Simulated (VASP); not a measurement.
# B14HN14 (a cell with a defect) in VASP: a series of runs

The runs below take B14HN14 (a cell with a defect) through single point, with PBE.

Everything below comes from runs of VASP 6.6.1. Logs are shortened: lines on timing, memory, paths and dates and some standing lists are left out, and cuts for length are marked.

### 1 The cell of the first run

The cell holds a defect, 29 atoms: a = 6.647 Å, b = 6.647 Å, c = 8.343 Å, α = 90.00°, β = 90.00°, γ = 120.00°.

### 2 Single point, PBE

The input, INCAR:

```
SYSTEM = B14HN14
PREC     = Accurate       ! precision mode
ENCUT    = 520            ! plane-wave cutoff, eV
EDIFF    = 1E-7           ! SCF threshold, eV
ISMEAR   = 0              ! smearing method
SIGMA    = 0.02           ! smearing width, eV
LREAL    = Auto         
LASPH    = .True.         ! aspherical terms in the spheres
NELM     = 100            ! most SCF steps
ALGO     = Normal         ! electronic algorithm
ISIF     = 2              ! what is computed and relaxed
LWAVE    = .False.        ! write WAVECAR
LCHARG   = .True.         ! write CHGCAR
GGA      = PE             ! functional
LELF     = .True.         ! ELF
LVHAR    = .True.       
NELECT   = 114.0        
NBANDS   = 76             ! bands
```

The input, KPOINTS:

```
Automatic mesh
0
Gamma
  2 2 2
  0 0 0
```

The input, POSCAR:

```
B14HN14
1.0
    1.2560905718     -6.5268380678      0.0000000000
   -6.2804528590      2.1756126893      0.0000000000
    0.0000000000      0.0000000000     -8.3431635353
B N H
14 14 1
Direct
    0.6203510373      0.5270941703      0.7494862079
    0.3345681288      0.6699717308      0.7494645135
    0.0493356699      0.8133837137      0.7477158962
    0.4768949352      0.0983980369      0.7476047873
    0.1918610647      0.2409496430      0.7475788978
    0.9060529329      0.3842672815      0.7494539659
    0.7632359395      0.9557176214      0.7495626777
    0.6611672531      0.3246495116      0.3093580737
    0.3743220313      0.4691047669      0.3046755573
    0.0901562352      0.6151182859      0.3091199147
    0.5214801212      0.9019074565      0.3050079253
    0.2344181283      0.0419468798      0.2452053099
    0.9516348421      0.1861556132      0.3093248729
    0.8071361170      0.7548226494      0.3048323324
    0.6141233642      0.5170914647      0.3059749445
    0.3296403525      0.6621317335      0.3059645168
    0.0412329771      0.8008254288      0.3003871361
    0.4754860075      0.0900055304      0.3006124702
    0.1862280853      0.2350154320      0.3002726711
    0.9009950837      0.3753131315      0.3190409715
    0.7591981176      0.9466474363      0.3062303632
    0.6679131191      0.3365905961      0.7500014801
    0.3822500562      0.4794848014      0.7498759881
    0.0965126097      0.6223829184      0.7499096684
    0.5250775482      0.9080513915      0.7499649232
    0.2393852331      0.0509422714      0.7444670087
    0.9537027982      0.1937944796      0.7499924907
    0.8108229015      0.7652339903      0.7499984836
    0.2347604217      0.0419198039      0.0936746591
```

Potentials or basis: VASP PAW PBE potentials, release 64 (B, N, H).

The run is started by

```sh
$ cat potpaw_PBE.64/B/POTCAR potpaw_PBE.64/N/POTCAR potpaw_PBE.64/H/POTCAR > POTCAR
$ mpirun -np 1 vasp_std > vasp.out
```

OUTCAR:

```text
SYSTEM = B14HN14
   PREC = Accurate
   ENCUT = 520
   EDIFF = 1E-7
   ISMEAR = 0
   LREAL = Auto
   LASPH = .True.
   NELM = 100
   ISIF = 2
   GGA = PE
   NELECT = 114.0

 ion  position               nearest neighbor table
   1  0.620  0.527  0.749-  22 1.45  23 1.45  28 1.45
   2  0.335  0.670  0.749-  24 1.45  25 1.45  23 1.45
   3  0.049  0.813  0.748-  26 1.45  24 1.45  28 1.45
   4  0.477  0.098  0.748-  26 1.45  22 1.45  25 1.45
   5  0.192  0.241  0.748-  26 1.45  27 1.45  23 1.45
   6  0.906  0.384  0.749-  24 1.45  27 1.45  22 1.45
   7  0.763  0.956  0.750-  27 1.45  28 1.45  25 1.45
   8  0.661  0.325  0.309-  18 1.43  20 1.46  15 1.46
   9  0.374  0.469  0.305-  19 1.43  16 1.45  15 1.46
  10  0.090  0.615  0.309-  17 1.43  20 1.46  16 1.46
  11  0.521  0.902  0.305-  18 1.43  21 1.45  16 1.46
  12  0.234  0.042  0.245-  29 1.26  18 1.54  17 1.54  19 1.54
  13  0.952  0.186  0.309-  19 1.43  20 1.46  21 1.46
  14  0.807  0.755  0.305-  17 1.43  15 1.45  21 1.46
  15  0.614  0.517  0.306-  14 1.45   9 1.46   8 1.46
  16  0.330  0.662  0.306-   9 1.45  11 1.46  10 1.46
  17  0.041  0.801  0.300-  10 1.43  14 1.43  12 1.54
  18  0.475  0.090  0.301-   8 1.43  11 1.43  12 1.54
[... 8 lines left out ...]
  27  0.954  0.194  0.750-   7 1.45   6 1.45   5 1.45
  28  0.811  0.765  0.750-   7 1.45   1 1.45   3 1.45
  29  0.235  0.042  0.094-  12 1.26

  LATTYP: Found a hexagonal cell.
 ALAT       =     6.6466065543
 C/A-ratio  =     1.2552516035

  Lattice vectors:

 A1 = (   1.2560905718,  -6.5268380678,   0.0000000000)
 A2 = (  -6.2804528590,   2.1756126893,   0.0000000000)
 A3 = (   0.0000000000,   0.0000000000,  -8.3431635353)

Analysis of symmetry for initial positions (statically):
=====================================================================
 Subroutine PRICEL returns:
 Original cell was already a primitive cell.

 Routine SETGRP: Setting up the symmetry group for a
 hexagonal supercell.

 Subroutine GETGRP returns: Found  1 space group operations
 (whereof  1 operations were pure point group operations)
 out of a pool of 24 trial point group operations.

The static configuration has the point symmetry C_1 .

Analysis of symmetry for dynamics (positions and initial velocities):
=====================================================================
 Subroutine PRICEL returns:
 Original cell was already a primitive cell.

 Routine SETGRP: Setting up the symmetry group for a
 hexagonal supercell.

 Subroutine GETGRP returns: Found  1 space group operations
 (whereof  1 operations were pure point group operations)
 out of a pool of 24 trial point group operations.

The dynamic configuration has the point symmetry C_1 .

 Subroutine INISYM returns: Found  1 space group operations
 (whereof  1 operations are pure point group operations),
 and found     1 'primitive' translations

----------------------------------------------------------------------------------------

                                     Primitive cell

  volume of cell :     319.1989

  direct lattice vectors                    reciprocal lattice vectors
     1.256090572 -6.526838068  0.000000000    -0.056865781 -0.164157370  0.000000000
    -6.280452859  2.175612689  0.000000000    -0.170597343 -0.032831474  0.000000000
     0.000000000  0.000000000 -8.343163535     0.000000000  0.000000000 -0.119858612

  length of vectors
     6.646606554  6.646606554  8.343163535     0.173727831  0.173727831  0.119858612

  position of ions in fractional coordinates (direct lattice)
     0.620351037  0.527094170  0.749486208
     0.334568129  0.669971731  0.749464514
     0.049335670  0.813383714  0.747715896
     0.476894935  0.098398037  0.747604787
     0.191861065  0.240949643  0.747578898
     0.906052933  0.384267282  0.749453966
[... 21 lines left out ...]
     0.810822902  0.765233990  0.749998484
     0.234760422  0.041919804  0.093674659

  ion indices of the primitive-cell ions
   primitive index   ion index
                 1           1
                 2           2
                 3           3
                 4           4
                 5           5
                 6           6
[... 21 lines left out ...]
                28          28
                29          29

----------------------------------------------------------------------------------------

 KPOINTS: Automatic mesh

Automatic generation of k-mesh.
 Grid dimensions read from file:
 generate k-points for:    2    2    2

 Generating k-lattice:

  Cartesian coordinates                     Fractional coordinates (reciprocal lattice)
    -0.028432891 -0.082078685  0.000000000     0.500000000  0.000000000  0.000000000
    -0.085298672 -0.016415737  0.000000000     0.000000000  0.500000000  0.000000000
     0.000000000  0.000000000 -0.059929306     0.000000000  0.000000000  0.500000000

  Length of vectors
     0.086863915  0.086863915  0.059929306

  Shift w.r.t. Gamma in fractional coordinates (k-lattice)
[... 39 lines left out ...]
   IBRION =     -1    ionic relax: 0-MD 1-quasi-New 2-CG
   NFREE  =      0    steps in history (QN), initial steepest desc. (CG)
   ISIF   =      2    stress and relaxation
   ISYM   =      2    0-nonsym 1-usesym 2-fastsym
   POTIM  = 0.5000    time-step for ionic-motion
   TEBEG  =    0.0;   TEEND  =   0.0 temperature during run
   PSTRESS=    0.0 pullay stress
   NELECT =     114.0000    total number of electrons
   NUPDOWN=      -1.0000    fix difference up-down
   EMIN   =  10.00;   EMAX   =-10.00  energy-range for DOS
   EFERMI =   0.00;   METHOD = LEGACY
   ISMEAR =     0;   SIGMA  =   0.02  broadening in eV -4-tet -1-fermi 0-gaus
   EFERMI_NEDOS =   21; number of points for ismear=-14 and -15
   IALGO  =     38    algorithm
   IMIX   =      4    mixing-type and parameters
     AMIX     =   0.40;   BMIX     =  1.00
     AMIX_MAG =   1.60;   BMIX_MAG =  1.00
  volume/ion in A,a.u.               =      11.01        74.28
  Fermi-wavevector in a.u.,A,eV,Ry     =   1.161509  2.194934 18.355671  1.349104
  Thomas-Fermi vector in A             =   2.298080
   LORBIT       =      0    0 simple, 1 ext, 2 COOP (PROOUT), +10 PAW based schemes
   GGA     = PE    functional components
   LHFCALC =     F    Hartree Fock is set to
   AEXX    =    0.0000 exact exchange contribution
   IVDW    =     0    specifies the selected vdW correction
   LEPSILON=     F    determine dielectric tensor
   LRPA    =     F    only Hartree local field effects (RPA)
 non-spin polarized calculation
 Gauss-broadening in eV      SIGMA  =   0.02
  energy-cutoff  :      520.00
  volume of cell :      319.20
 maximum number of plane-waves:      8635
 NGX is ok and might be reduce to    50
   NGX = 25   NGY = 25   NGZ = 31

 number of electron     113.9999995 magnetization

 Free energy of the ion-electron system (eV)
  ---------------------------------------------------
  ext. energy  EPLUGINS =         0.00000000
  ---------------------------------------------------
  free energy    TOTEN  =      -245.63257810 eV

  energy without entropy =     -245.63257810  energy(sigma->0) =     -245.63257810

 E-fermi :   2.4271     XC(G=0):  -8.7372

 val. band max:        2.2757116826   @ k =   0.0000   0.0000   0.5000
 cond. band min:       4.6506066864   @ k =   0.5000   0.0000   0.0000
 fundamental gap:      2.3748950038
 Fermi energy:         2.4270716267

 k-point     1 :       0.0000    0.0000    0.0000
  band No.  band energies     occupation
      1     -17.7800      2.00000
      2     -16.0791      2.00000
      3     -15.4027      2.00000
      4     -15.3980      2.00000
      5     -15.3979      2.00000
      6     -15.3931      2.00000
[... 61 lines left out ...]
     68       7.8448      0.00000
     69       7.8490      0.00000

 k-point     2 :       0.5000    0.0000    0.0000
  band No.  band energies     occupation
      1     -17.1220      2.00000
      2     -17.0996      2.00000
      3     -15.9131      2.00000
      4     -15.8998      2.00000
      5     -15.5040      2.00000
      6     -15.3082      2.00000
[... 421 lines left out ...]
     68       7.5427      0.00000
     69       7.9249      0.00000

 k-point     8 :       0.5000    0.5000    0.5000
  band No.  band energies     occupation
      1     -17.1218      2.00000
      2     -17.0995      2.00000
      3     -15.9131      2.00000
      4     -15.8996      2.00000
      5     -15.5045      2.00000
      6     -15.3083      2.00000
[... 61 lines left out ...]
     68       7.5430      0.00000
     69       7.9227      0.00000
 [bands above 69 left out]

------------------------ aborting loop because EDIFF is reached ----------------------------------------

  FORCE on cell =-STRESS in cart. coord.  units (eV):
  Direction    XX          YY          ZZ          XY          YZ          ZX
  --------------------------------------------------------------------------------------
  -------------------------------------------------------------------------------------
  Total        7.0956246      7.1016926      6.2264882     -0.0101993      0.0022349     -0.0329217
  in kB       35.6155688     35.6460263     31.2530508     -0.0511938      0.0112179     -0.1652461
  external PRESSURE =      34.1715486 kB  Pullay stress =       0.0000000 kB

 VOLUME and BASIS-vectors are now :
 -----------------------------------------------------------------------------
  energy-cutoff  :      520.00
  volume of cell :      319.20
      direct lattice vectors                 reciprocal lattice vectors
     1.256090572 -6.526838068  0.000000000    -0.056865781 -0.164157370  0.000000000
    -6.280452859  2.175612689  0.000000000    -0.170597343 -0.032831474  0.000000000
     0.000000000  0.000000000 -8.343163535     0.000000000  0.000000000 -0.119858612

 POSITION                                       TOTAL-FORCE (eV/Angst)
 -----------------------------------------------------------------------------------
     -2.53117     -2.90218     -6.25309         0.002465      0.000699     -0.002579
     -3.78748     -0.72607     -6.25291         0.000426     -0.002026     -0.001324
     -5.04645      1.44760     -6.23832         0.001653     -0.000802      0.003774
     -0.01896     -2.89854     -6.23739        -0.002525     -0.007135     -0.002843
     -1.27228     -0.72803     -6.23717        -0.003644     -0.001472      0.000242
     -1.27529     -5.07764     -6.25282         0.002568      0.002087      0.000654
[... 21 lines left out ...]
     -3.78755     -3.62726     -6.25736         0.000266     -0.001194     -0.000425
      0.03161     -1.44104     -0.78154         0.001423      0.003447      0.004308
 -----------------------------------------------------------------------------------
    total drift:                               -0.000826     -0.004692     -0.002917

  FREE ENERGIE OF THE ION-ELECTRON SYSTEM (eV)
  ---------------------------------------------------
  free  energy   TOTEN  =      -245.6325781047 eV

  energy  without entropy=     -245.6325781047  energy(sigma->0) =     -245.63257810
```

Wall time 2.8 min (1 thread of Intel Xeon 6975P-C (Granite Rapids), shared host); peak memory 0.45 GiB.

Results:

```yaml
Free_energy: -245.6326 eV
Largest_force: 0.016 eV/Å
```

Forces on the atoms (eV/Å):
```
B    0.002  0.001 -0.003
B    0.000 -0.002 -0.001
B    0.002 -0.001  0.004
B   -0.003 -0.007 -0.003
B   -0.004 -0.001  0.000
B    0.003  0.002  0.001
B   -0.002  0.004  0.002
B   -0.003 -0.006  0.002
B   -0.001 -0.012 -0.010
B    0.006  0.000 -0.014
B    0.004  0.009  0.004
B    0.002  0.005 -0.008
B    0.005  0.003  0.002
B   -0.009 -0.001 -0.006
N    0.003  0.003  0.003
N   -0.005  0.002  0.005
N    0.008 -0.004  0.010
N   -0.008 -0.002  0.002
N   -0.005  0.002  0.006
N   -0.003 -0.001 -0.003
N    0.000 -0.002  0.005
N   -0.001  0.002  0.004
N    0.003  0.002 -0.001
N   -0.001  0.001  0.000
N    0.000  0.002  0.001
N    0.002  0.002 -0.010
N    0.003 -0.002  0.001
N    0.000 -0.001  0.000
H    0.001  0.003  0.004
```

Levels at points of the mesh, in eV from the Fermi level:
| k point | band 54 | band 55 | band 56 | band 57 | band 58 | band 59 | band 60 | band 61 |
| --- | --- | --- | --- | --- | --- | --- | --- | --- |
| (0.00, 0.00, 0.00) | -2.89 | -1.86 | -1.86 | -0.27 | 2.84 | 3.91 | 3.91 | 3.92 |
| (0.50, 0.00, 0.00) | -2.15 | -1.44 | -1.36 | -0.60 | 2.22 | 2.36 | 2.40 | 3.45 |
| (0.00, 0.50, 0.00) | -2.15 | -1.44 | -1.35 | -0.60 | 2.24 | 2.36 | 2.40 | 3.45 |
| (0.50, 0.50, 0.00) | -2.15 | -1.44 | -1.36 | -0.60 | 2.24 | 2.37 | 2.40 | 3.45 |
| (0.00, 0.00, 0.50) | -2.92 | -1.87 | -1.87 | -0.15 | 3.56 | 3.87 | 3.87 | 3.87 |
| (0.50, 0.00, 0.50) | -2.15 | -1.44 | -1.35 | -0.52 | 2.23 | 2.35 | 2.38 | 3.61 |
| (0.00, 0.50, 0.50) | -2.15 | -1.44 | -1.35 | -0.52 | 2.24 | 2.35 | 2.38 | 3.60 |
| (0.50, 0.50, 0.50) | -2.15 | -1.44 | -1.35 | -0.52 | 2.23 | 2.35 | 2.38 | 3.61 |

Caveat: the k points lie up to 0.55 Å⁻¹ apart; the cell carries a net charge on a neutralising background, which shifts energy and pressure; the cell is charged against a uniform background, so pressure and absolute levels hang on convention.

### 3 Single point, PBE

The input, INCAR:

```
PREC = Accurate
ENCUT = 520
EDIFF = 1E-7
ISMEAR = 0
SIGMA = 0.02
LREAL = Auto
LASPH = T
NELM = 80
ALGO = Normal
ISIF = 2
LWAVE = F
LCHARG = F
GGA = PE
NBANDS = 76
NELECT = 114.0
```

The input, KPOINTS:

```
Automatic mesh
0
Gamma
  2 2 2
```

The input, POSCAR:

```
B14HN14
1.0
    1.2560905718     -6.5268380678      0.0000000000
   -6.2804528590      2.1756126893      0.0000000000
    0.0000000000      0.0000000000     -8.3431635353
B N H
14 14 1
Direct
    0.6416792192      0.4282312562      0.7673555688
    0.3566715097      0.5701553377      0.7665009769
    0.0713250108      0.7137308048      0.7678572969
    0.4984935398     -0.0011088316      0.7669084962
    0.2135163982      0.1419319522      0.7875119518
    0.9273131448      0.2840913447      0.7674699139
    0.7853880837      0.8571616869      0.7664803612
    0.6409057139      0.4240547114      0.2368226383
    0.3541964951      0.5683889296      0.2335872948
    0.0697940319      0.7138432094      0.2370014673
    0.5008253670      1.0005843787      0.2329679853
    0.2137321421      0.1411988830      0.1755379712
    0.9306691148      0.2849770137      0.2375639638
    0.7864512374      0.8539377820      0.2329255554
    0.5937650106      0.6162406945      0.2347210374
    0.3091487320      0.7610291670      0.2350281151
    0.0208345326      0.8997569422      0.2257774275
    0.4549933931      0.1890603971      0.2257365557
    0.1656150304      0.3341433373      0.2271389014
    0.8804014621      0.4743237538      0.2473089484
    0.7385631303      1.0456337038      0.2349280332
    0.6893767866      0.2373205747      0.7666204759
    0.4049002810      0.3812983680      0.7693335954
    0.1182052806      0.5226719493      0.7667514814
    0.5468269431      0.8086912332      0.7635879332
    0.2613112565     -0.0495477637      0.7704040527
    0.9742601333      0.0942930361      0.7694043120
    0.8328416411      0.6661440866      0.7665508381
    0.2134795211      0.1421927103      0.0202167918
```

Potentials or basis: VASP PAW PBE potentials, release 64 (B, N, H).

The run is started by

```sh
$ cat potpaw_PBE.64/B/POTCAR potpaw_PBE.64/N/POTCAR potpaw_PBE.64/H/POTCAR > POTCAR
$ mpirun -np 1 vasp_std > vasp.out
```

It took 2.5 min on 1 thread of Intel Xeon 6975P-C (Granite Rapids), shared host; peak memory 0.44 GiB.

It converged, with:

- Free energy: -245.6203 eV
- Largest force: 0.049 eV/Å

Forces in eV/Å, atoms in the order of the input:
```
B    0.011 -0.009 -0.003
B   -0.001  0.018 -0.005
B   -0.005 -0.010  0.005
B    0.007  0.008  0.003
B   -0.028  0.015 -0.002
B   -0.017 -0.003  0.006
B    0.014 -0.007  0.000
B    0.008  0.001 -0.012
B   -0.004  0.002  0.016
B   -0.001  0.002 -0.009
B    0.001  0.003  0.001
B   -0.013  0.002 -0.019
B   -0.016  0.007  0.003
B   -0.003 -0.006  0.001
N    0.003 -0.002 -0.003
N   -0.001  0.003  0.001
N   -0.003  0.024 -0.014
N   -0.016 -0.005 -0.014
N    0.040 -0.028  0.007
N    0.005 -0.006  0.016
N   -0.003  0.003  0.001
N   -0.005 -0.003 -0.004
N    0.010 -0.015 -0.005
N    0.006  0.001 -0.001
N   -0.008 -0.003  0.002
N    0.005 -0.002  0.029
N    0.020  0.001 -0.008
N   -0.003  0.008 -0.004
H   -0.004  0.002  0.013
```

Levels at points of the mesh, in eV from the Fermi level:
```
           k point  band 55  band 56  band 57  band 58  band 59  band 60
(0.00, 0.00, 0.00)    -1.94    -1.93    -0.24     2.96     4.28     4.29
(0.50, 0.00, 0.00)    -1.45    -1.37    -0.58     2.68     2.73     2.97
(0.00, 0.50, 0.00)    -1.44    -1.37    -0.58     2.68     2.73     2.97
(0.50, 0.50, 0.00)    -1.45    -1.37    -0.58     2.68     2.72     2.98
(0.00, 0.00, 0.50)    -1.95    -1.94    -0.15     3.63     4.28     4.29
(0.50, 0.00, 0.50)    -1.45    -1.36    -0.54     2.68     2.77     2.90
(0.00, 0.50, 0.50)    -1.45    -1.36    -0.54     2.68     2.77     2.90
(0.50, 0.50, 0.50)    -1.45    -1.36    -0.54     2.68     2.77     2.90
```

Caveat: the k points lie up to 0.55 Å⁻¹ apart; the cell carries a net charge on a neutralising background, which shifts energy and pressure; the cell is charged against a uniform background, so pressure and absolute levels hang on convention.
